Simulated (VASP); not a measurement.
# C (P6_3/mmc) in VASP: a series of runs

The runs below take C through single point, with r2SCAN.

All numbers are computed with VASP 6.6.1; they aren't measurements. Logs are shortened: lines on timing, memory, paths and dates and some standing lists are left out, and cuts for length are marked.

## 1. The cell of the first run

It takes space group P6_3/mmc (No. 194, hexagonal). The conventional cell has a = 2.456 Å, b = 2.456 Å, c = 7.011 Å, α = 90.00°, β = 90.00°, γ = 120.00°. C (site symmetry -6m2) has 3 C at 1.42 Å within 1.9 Å. Within 1.9 Å of C (site symmetry -6m2) lie 3 C at 1.42 Å.

## 2. Single point, r2SCAN

The input, POSCAR:

```
C
1.0
    2.4559134450      0.0000000000      0.0000000000
   -1.2279567225      2.1268834329      0.0000000000
    0.0000000000      0.0000000000      7.0106290262
C
4
Direct
    1.0000000000      1.0000000000      0.2500000000
    0.0000000000      0.0000000000      0.7500000000
    0.3333333333      0.6666666667      0.2500000000
    0.6666666667      0.3333333333      0.7500000000
```

The input, INCAR.step1:

```
  ALGO = Normal
  EDIFF = 1E-4
  ENCUT = 520
  GGA = PE
  ISMEAR = -1
  LASPH = T
  LCHARG = F
  LREAL = F
  LWAVE = T
  NBANDS = 16
  NELM = 100
  PREC = Accurate
  SIGMA = 0.05
```

The input, INCAR.step2:

```
  ALGO = Normal
  EDIFF = 1E-6
  ENCUT = 520
  ISIF = 2
  ISMEAR = -1
  ISTART = 1
  LASPH = T
  LCHARG = F
  LMIXTAU = T
  LREAL = F
  LWAVE = F
  METAGGA = R2SCAN
  NBANDS = 16
  NELM = 100
  PREC = Accurate
  SIGMA = 0.05
```

The input, KPOINTS:

```
k-points
0
Gamma
  4 4 1
```

Potentials or basis: VASP PAW PBE potentials, release 64 (C).

Launch:

```sh
$ cat potpaw_PBE.64/C/POTCAR > POTCAR
$ cp INCAR.step1 INCAR
$ mpirun -np 1 vasp_std > vasp.out
$ cp INCAR.step2 INCAR
$ mpirun -np 1 vasp_std > vasp.out
```

OUTCAR:

```text
EDIFF = 1E-6
   ENCUT = 520
   ISIF = 2
   ISMEAR = -1
   ISTART = 1
   LASPH = T
   LREAL = F
   METAGGA = R2SCAN
   NELM = 100
   PREC = Accurate

 ion  position               nearest neighbor table
   1  0.000  0.000  0.250-   3 1.42   3 1.42   3 1.42
   2  0.000  0.000  0.750-   4 1.42   4 1.42   4 1.42
   3  0.333  0.667  0.250-   1 1.42   1 1.42   1 1.42
   4  0.667  0.333  0.750-   2 1.42   2 1.42   2 1.42

  LATTYP: Found a hexagonal cell.
 ALAT       =     2.4559134450
 C/A-ratio  =     2.8545912481

  Lattice vectors:

 A1 = (   2.4559134450,   0.0000000000,   0.0000000000)
 A2 = (  -1.2279567225,   2.1268834329,   0.0000000000)
 A3 = (   0.0000000000,   0.0000000000,   7.0106290262)

Analysis of symmetry for initial positions (statically):
=====================================================================
 Subroutine PRICEL returns:
 Original cell was already a primitive cell.

 Routine SETGRP: Setting up the symmetry group for a
 hexagonal supercell.

 Subroutine GETGRP returns: Found 24 space group operations
 (whereof 12 operations were pure point group operations)
 out of a pool of 24 trial point group operations.

The static configuration has the point symmetry D_3d.
 The point group associated with its full space group is D_6h.

Analysis of symmetry for dynamics (positions and initial velocities):
=====================================================================
 Subroutine PRICEL returns:
 Original cell was already a primitive cell.

 Routine SETGRP: Setting up the symmetry group for a
 hexagonal supercell.

 Subroutine GETGRP returns: Found 24 space group operations
 (whereof 12 operations were pure point group operations)
 out of a pool of 24 trial point group operations.

The dynamic configuration has the point symmetry D_3d.
 The point group associated with its full space group is D_6h.

 Subroutine INISYM returns: Found 24 space group operations
 (whereof 12 operations are pure point group operations),
 and found     1 'primitive' translations

----------------------------------------------------------------------------------------

                                     Primitive cell

  volume of cell :      36.6196

  direct lattice vectors                    reciprocal lattice vectors
     2.455913445  0.000000000  0.000000000     0.407180474  0.235085756  0.000000000
    -1.227956723  2.126883433  0.000000000     0.000000000  0.470171512  0.000000000
     0.000000000  0.000000000  7.010629026     0.000000000  0.000000000  0.142640553

  length of vectors
     2.455913445  2.455913445  7.010629026     0.470171512  0.470171512  0.142640553

  position of ions in fractional coordinates (direct lattice)
     0.000000000  0.000000000  0.250000000
     0.000000000  0.000000000  0.750000000
     0.333333333  0.666666667  0.250000000
     0.666666667  0.333333333  0.750000000

  ion indices of the primitive-cell ions
   primitive index   ion index
                 1           1
                 2           2
                 3           3
                 4           4

----------------------------------------------------------------------------------------

 KPOINTS: k-points

Automatic generation of k-mesh.
 Grid dimensions read from file:
 generate k-points for:    4    4    1

 Generating k-lattice:

  Cartesian coordinates                     Fractional coordinates (reciprocal lattice)
     0.101795118  0.058771439  0.000000000     0.250000000  0.000000000  0.000000000
     0.000000000  0.117542878  0.000000000     0.000000000  0.250000000  0.000000000
     0.000000000  0.000000000  0.142640553     0.000000000  0.000000000  1.000000000

  Length of vectors
     0.117542878  0.117542878  0.142640553

  Shift w.r.t. Gamma in fractional coordinates (k-lattice)
     0.000000000  0.000000000  0.000000000

 Subroutine IBZKPT returns following result:
 ===========================================

 Found      4 irreducible k-points:

 Following reciprocal coordinates:
            Coordinates               Weight
  0.000000  0.000000  0.000000      1.000000
  0.250000  0.000000  0.000000      6.000000
  0.500000  0.000000  0.000000      3.000000
  0.250000  0.250000  0.000000      6.000000
   k-points           NKPTS =      4   k-points in BZ     NKDIM =      4   number of bands    NBANDS=     16
   number of dos      NEDOS =    301   number of ions     NIONS =      4
   total plane-waves  NPLWV =  17496
   dimension x,y,z NGX =    18 NGY =   18 NGZ =   54
   dimension x,y,z NGXF=    36 NGYF=   36 NGZF=  108
   ions per type =               4
   NGX,Y,Z   is equivalent  to a cutoff of  12.18, 12.18, 12.81 a.u.
   NGXF,Y,Z  is equivalent  to a cutoff of  24.37, 24.37, 25.61 a.u.
 SYSTEM =  unknown system
   PREC   = accura    normal or accurate (medium, high low for compatibility)
   ISTART =      1    job   : 0-new  1-cont  2-samecut
   ICHARG =      0    charge: 1-file 2-atom 10-const
   ISPIN  =      1    spin polarized calculation?
   LNONCOLLINEAR =      F non collinear calculations
   LSORBIT =      F    spin-orbit coupling
   LASPH  =      T    aspherical Exc in radial PAW
   ENCUT  =  520.0 eV  38.22 Ry    6.18 a.u.   4.57  4.57 13.04*2*pi/ulx,y,z
   NELM   =    100;   NELMIN=  2; NELMDL=  0     # of ELM steps
   EDIFF  = 0.1E-05   stopping-criterion for ELM
   LREAL  =      F    real-space projection
   EDIFFG = 0.1E-04   stopping-criterion for IOM
   NSW    =      0    number of steps for IOM
   IBRION =     -1    ionic relax: 0-MD 1-quasi-New 2-CG
   NFREE  =      0    steps in history (QN), initial steepest desc. (CG)
   ISIF   =      2    stress and relaxation
   ISYM   =      2    0-nonsym 1-usesym 2-fastsym
   POTIM  = 0.5000    time-step for ionic-motion
   TEBEG  =    0.0;   TEEND  =   0.0 temperature during run
   PSTRESS=    0.0 pullay stress
   NELECT =      16.0000    total number of electrons
   NUPDOWN=      -1.0000    fix difference up-down
   EMIN   =  10.00;   EMAX   =-10.00  energy-range for DOS
   EFERMI =   0.00;   METHOD = LEGACY
   ISMEAR =    -1;   SIGMA  =   0.05  broadening in eV -4-tet -1-fermi 0-gaus
   EFERMI_NEDOS =   21; number of points for ismear=-14 and -15
   IALGO  =     38    algorithm
   IMIX   =      4    mixing-type and parameters
     AMIX     =   0.40;   BMIX     =  1.00
     AMIX_MAG =   1.60;   BMIX_MAG =  1.00
  volume/ion in A,a.u.               =       9.15        61.78
  Fermi-wavevector in a.u.,A,eV,Ry     =   1.242254  2.347519 20.996428  1.543194
  Thomas-Fermi vector in A             =   2.376616
   LORBIT       =      0    0 simple, 1 ext, 2 COOP (PROOUT), +10 PAW based schemes
   METAGGA = R2SCAN    functional components
   LHFCALC =     F    Hartree Fock is set to
   AEXX    =    0.0000 exact exchange contribution
   IVDW    =     0    specifies the selected vdW correction
   LEPSILON=     F    determine dielectric tensor
   LRPA    =     F    only Hartree local field effects (RPA)
 non-spin polarized calculation
  energy-cutoff  :      520.00
  volume of cell :       36.62
 maximum number of plane-waves:       993
   NGX =  9   NGY =  9   NGZ = 27

 number of electron      15.9999995 magnetization

 Free energy of the ion-electron system (eV)
  ---------------------------------------------------
  ext. energy  EPLUGINS =         0.00000000
  ---------------------------------------------------
  free energy    TOTEN  =       -39.74431715 eV

  energy without entropy =      -39.74431715  energy(sigma->0) =      -39.74431715

 E-fermi :   3.2906     XC(G=0): -10.8118

 val. band max:        2.0516207557   @ k =   0.5000   0.0000   0.0000
 cond. band min:       5.9377055813   @ k =   0.5000   0.0000   0.0000
 fundamental gap:      3.8860848256
 Fermi energy:         3.2905688933

 k-point     1 :       0.0000    0.0000    0.0000
  band No.  band energies     occupation
      1     -16.5926      2.00000
      2     -16.3825      2.00000
      3      -4.5414      2.00000
      4      -2.9321      2.00000
      5       1.1470      2.00000
      6       1.1470      2.00000
[... 8 lines left out ...]
     15      16.7960      0.00000
     16      16.9606      0.00000

 k-point     2 :       0.2500    0.0000    0.0000
  band No.  band energies     occupation
      1     -15.0242      2.00000
      2     -14.8331      2.00000
      3      -3.6066      2.00000
      4      -3.5381      2.00000
      5      -2.6601      2.00000
      6      -1.1543      2.00000
[... 8 lines left out ...]
     15      18.5360      0.00000
     16      18.5687      0.00000

 k-point     3 :       0.5000    0.0000    0.0000
  band No.  band energies     occupation
      1     -10.9990      2.00000
      2     -10.9206      2.00000
      3      -9.7529      2.00000
      4      -9.6931      2.00000
      5      -2.4817      2.00000
      6      -2.4448      2.00000
[... 8 lines left out ...]
     15      18.9766      0.00000
     16      19.9569      0.00000

 k-point     4 :       0.2500    0.2500    0.0000
  band No.  band energies     occupation
      1     -12.0108      2.00000
      2     -11.8571      2.00000
      3      -6.9482      2.00000
      4      -6.8955      2.00000
      5      -5.1607      2.00000
      6      -5.1219      2.00000
[... 8 lines left out ...]
     15      17.4577      0.00000
     16      17.9355      0.00000

------------------------ aborting loop because EDIFF is reached ----------------------------------------

  FORCE on cell =-STRESS in cart. coord.  units (eV):
  Direction    XX          YY          ZZ          XY          YZ          ZX
  --------------------------------------------------------------------------------------
  -------------------------------------------------------------------------------------
  Total       -0.0281123     -0.0281123      0.5970543      0.0000000      0.0000000      0.0000000
  in kB       -1.2299684     -1.2299684     26.1222544      0.0000000      0.0000000      0.0000000
  external PRESSURE =       7.8874392 kB  Pullay stress =       0.0000000 kB

 VOLUME and BASIS-vectors are now :
 -----------------------------------------------------------------------------
  energy-cutoff  :      520.00
  volume of cell :       36.62
      direct lattice vectors                 reciprocal lattice vectors
     2.455913445  0.000000000  0.000000000     0.407180474  0.235085756  0.000000000
    -1.227956723  2.126883433  0.000000000     0.000000000  0.470171512  0.000000000
     0.000000000  0.000000000  7.010629026     0.000000000  0.000000000  0.142640553

 POSITION                                       TOTAL-FORCE (eV/Angst)
 -----------------------------------------------------------------------------------
      0.00000      0.00000      1.75266         0.000000     -0.000000      0.000000
      0.00000      0.00000      5.25797        -0.000000      0.000000      0.000000
     -0.00000      1.41792      1.75266        -0.000000      0.000000     -0.000000
      1.22796      0.70896      5.25797        -0.000000     -0.000000     -0.000000
 -----------------------------------------------------------------------------------
    total drift:                                0.000000     -0.000000      0.000000

  FREE ENERGIE OF THE ION-ELECTRON SYSTEM (eV)
  ---------------------------------------------------
  free  energy   TOTEN  =       -39.7443171547 eV

  energy  without entropy=      -39.7443171546  energy(sigma->0) =      -39.74431715
```

Run time: 8.5 s. Hardware: 1 thread of Intel Xeon 6975P-C (Granite Rapids), shared host; peak memory 0.13 GiB.

What came out:

```
Free energy            : -39.7443 eV
Pressure               : 0.8 GPa
Band gap on the k mesh : 3.89 eV, direct
```

Levels at points of the mesh, in eV from the valence-band top:
| k point | band 6 | band 7 | band 8 | band 9 | band 10 | band 11 |
| --- | --- | --- | --- | --- | --- | --- |
| (0.00, 0.00, 0.00) | -0.90 | -0.89 | -0.89 | 6.33 | 11.02 | 11.02 |
| (0.50, 0.00, 0.00) | -4.50 | -0.56 | 0.00 | 3.89 | 4.51 | 9.93 |

Caveat: the k points lie up to 0.90 Å⁻¹ apart; the PAW data sets were made with another functional, which shifts forces and pressure a little. A k mesh can miss the band edges.

## 3. Single point, r2SCAN

POSCAR is that of step 2.

The input, INCAR.step1:

```
SYSTEM = C
PREC = Accurate ; ENCUT = 520
ISMEAR = -1 ; SIGMA = 0.05
LREAL = .FALSE. ; LASPH = .TRUE.
NELM = 80 ; NBANDS = 16
GGA = PE ; ALGO = Normal
EDIFF = 1E-4 ; LWAVE = .TRUE.
LCHARG = .FALSE.
```

The input, INCAR.step2:

```
SYSTEM = C
PREC = Accurate ; ENCUT = 520
EDIFF = 1E-6 ; ISMEAR = -1
SIGMA = 0.05 ; LREAL = .FALSE.
LASPH = .TRUE. ; NELM = 80
ALGO = Normal ; ISIF = 2
LWAVE = .FALSE. ; LCHARG = .TRUE.
METAGGA = R2SCAN ; LMIXTAU = .TRUE.
LELF = .TRUE. ; LVHAR = .TRUE.
NBANDS = 16 ; ISTART = 1
```

The input, KPOINTS:

```
regular mesh
0
G
  5 5 2
  0 0 0
```

Potentials or basis: VASP PAW PBE potentials, release 64 (C).

Launch:

```sh
$ cat potpaw_PBE.64/C/POTCAR > POTCAR
$ cp INCAR.step1 INCAR
$ mpirun -np 1 vasp_std > vasp.out
$ cp INCAR.step2 INCAR
$ mpirun -np 1 vasp_std > vasp.out
```

Wall time 13 s (1 thread of Intel Xeon 6975P-C (Granite Rapids), shared host); peak memory 0.14 GiB.

The run converged. Its results:

```
Free energy            : -39.7069 eV
Pressure               : 0.8 GPa
Band gap on the k mesh : 2.77 eV, indirect (least direct gap 2.78 eV)
```

Stress tensor (GPa, compression positive):
```
 1.40  0.00  0.00
 0.00  1.40  0.00
 0.00  0.00 -0.39
```

Levels at points of the mesh, in eV from the valence-band top:
| k point | band 4 | band 5 | band 6 | band 7 | band 8 | band 9 | band 10 | band 11 | band 12 | band 13 |
| --- | --- | --- | --- | --- | --- | --- | --- | --- | --- | --- |
| (0.00, 0.00, 0.00) | -5.89 | -1.83 | -1.83 | -1.82 | -1.82 | 5.44 | 10.10 | 10.10 | 10.14 | 10.14 |
| (0.00, 0.00, 0.50) | -6.76 | -1.82 | -1.82 | -1.82 | -1.82 | 7.87 | 7.87 | 10.12 | 10.12 | 10.12 |

Caveat: the k points lie up to 0.59 Å⁻¹ apart; the PAW data sets were made with another functional, which shifts forces and pressure a little.

## 4. Single point, r2SCAN

POSCAR is that of step 3.

Changes to INCAR.step1 since step 3:

```diff
@@ -4,3 +4,3 @@
 LREAL = .FALSE. ; LASPH = .TRUE.
-NELM = 80 ; NBANDS = 16
+NELM = 100 ; NBANDS = 16
 GGA = PE ; ALGO = Normal
```

The input, INCAR.step2:

```
SYSTEM = C
PREC = Accurate ; ENCUT = 520
EDIFF = 1E-7 ; ISMEAR = -1
SIGMA = 0.05 ; LREAL = .FALSE.
LASPH = .TRUE. ; NELM = 100
ALGO = Normal ; ISIF = 2
LWAVE = .FALSE. ; LCHARG = .FALSE.
METAGGA = R2SCAN ; LMIXTAU = .TRUE.
NBANDS = 16 ; ISTART = 1
```

The input, KPOINTS:

```
Automatic mesh
0
G
  7 7 2
  0 0 0
```

Launch:

```sh
$ cat potpaw_PBE.64/C/POTCAR > POTCAR
$ cp INCAR.step1 INCAR
$ mpirun -np 1 vasp_std > vasp.out
$ cp INCAR.step2 INCAR
$ mpirun -np 1 vasp_std > vasp.out
```

Wall time 17 s (1 thread of Intel Xeon 6975P-C (Granite Rapids), shared host); peak memory 0.14 GiB.

The run converged. Its results:

```
Free energy            : -39.7769 eV
Pressure               : 0.6 GPa
Band gap on the k mesh : 2.47 eV, direct
```

Stress tensor (GPa, compression positive):
```
0.77 0.00 0.00
0.00 0.77 0.00
0.00 0.00 0.21
```

Levels at points of the mesh, in eV from the valence-band top:
| k point | band 4 | band 5 | band 6 | band 7 | band 8 | band 9 | band 10 | band 11 | band 12 | band 13 |
| --- | --- | --- | --- | --- | --- | --- | --- | --- | --- | --- |
| (0.00, 0.00, 0.00) | -6.15 | -2.09 | -2.09 | -2.08 | -2.08 | 5.18 | 9.84 | 9.84 | 9.87 | 9.87 |
| (0.00, 0.00, 0.50) | -7.02 | -2.09 | -2.09 | -2.09 | -2.09 | 7.61 | 7.61 | 9.86 | 9.86 | 9.86 |

Caveat: the k points lie up to 0.45 Å⁻¹ apart; the PAW data sets were made with another functional, which shifts forces and pressure a little. r2SCAN opens gaps a little over a GGA but as a rule still falls short of measured ones.

## 5. Single point, r2SCAN

POSCAR is that of step 4.

The input, INCAR.step1:

```
SYSTEM = C
PREC     = Accurate       ! precision mode
ENCUT    = 520            ! plane-wave cutoff, eV
ISMEAR   = -1             ! smearing method
SIGMA    = 0.05           ! smearing width, eV
LREAL    = .FALSE.        ! projectors in reciprocal space
LASPH    = .TRUE.         ! aspherical terms in the spheres
NELM     = 60             ! most SCF steps
NBANDS   = 16             ! bands
GGA      = PE             ! functional
ALGO     = Normal         ! electronic algorithm
EDIFF    = 1E-4           ! SCF threshold, eV
LWAVE    = .TRUE.         ! write WAVECAR
LCHARG   = .FALSE.        ! write CHGCAR
```

The input, INCAR.step2:

```
SYSTEM = C
PREC     = Accurate       ! precision mode
ENCUT    = 520            ! plane-wave cutoff, eV
EDIFF    = 1E-6           ! SCF threshold, eV
ISMEAR   = -1             ! smearing method
SIGMA    = 0.05           ! smearing width, eV
LREAL    = .FALSE.        ! projectors in reciprocal space
LASPH    = .TRUE.         ! aspherical terms in the spheres
NELM     = 60             ! most SCF steps
ALGO     = Normal         ! electronic algorithm
ISIF     = 2              ! what is computed and relaxed
LWAVE    = .FALSE.        ! write WAVECAR
LCHARG   = .TRUE.         ! write CHGCAR
METAGGA  = R2SCAN         ! meta-GGA
LMIXTAU  = .TRUE.       
LELF     = .TRUE.         ! ELF
LVHAR    = .TRUE.       
NBANDS   = 16             ! bands
ISTART   = 1
```

The input, KPOINTS:

```
regular mesh
0
G
  9 9 3
  0 0 0
```

Launch:

```sh
$ cat potpaw_PBE.64/C/POTCAR > POTCAR
$ cp INCAR.step1 INCAR
$ mpirun -np 1 vasp_std > vasp.out
$ cp INCAR.step2 INCAR
$ mpirun -np 1 vasp_std > vasp.out
```

It took 23 s on 1 thread of Intel Xeon 6975P-C (Granite Rapids), shared host; peak memory 0.14 GiB.

Results (log left out):

| Quantity | Value |
| --- | --- |
| Free energy | -39.7326 eV |
| Pressure | 0.7 GPa |
| Band gap on the k mesh | zero (band 8 reaches 4.31 eV, above the bottom of band 9 at 4.29 eV) |

Stress tensor (GPa, compression positive):
```
 1.18  0.00  0.00
 0.00  1.18  0.00
 0.00  0.00 -0.21
```

Levels at points of the mesh, in eV from the Fermi level:
```
           k point  band 4  band 5  band 6  band 7  band 8  band 9  band 10  band 11  band 12  band 13
(0.00, 0.00, 0.00)   -7.26   -3.21   -3.21   -3.20   -3.20    4.06     8.72     8.72     8.76     8.76
```

Caveat: the PAW data sets were made with another functional, which shifts forces and pressure a little.

## 6. Overview

| k mesh | gap on the mesh (eV) | pressure (GPa) |
| --- | --- | --- |
| 4 × 4 × 1 | 3.89 | 0.8 |
| 5 × 5 × 2 | 2.77 | 0.8 |
| 7 × 7 × 2 | 2.47 | 0.6 |
| 9 × 9 × 3 | none | 0.7 |

Alike in all rows: task single point; level r2SCAN; potentials or basis VASP PAW PBE potentials, release 64 (C); no spin polarisation; cell as given; cutoff (eV) 520; smearing fermi-dirac 0.05 eV.

Caveats: some runs use coarse meshes; the PAW data sets were made with another functional, which shifts forces and pressure a little.

Absolute energies hang on the potentials; compare differences alone.
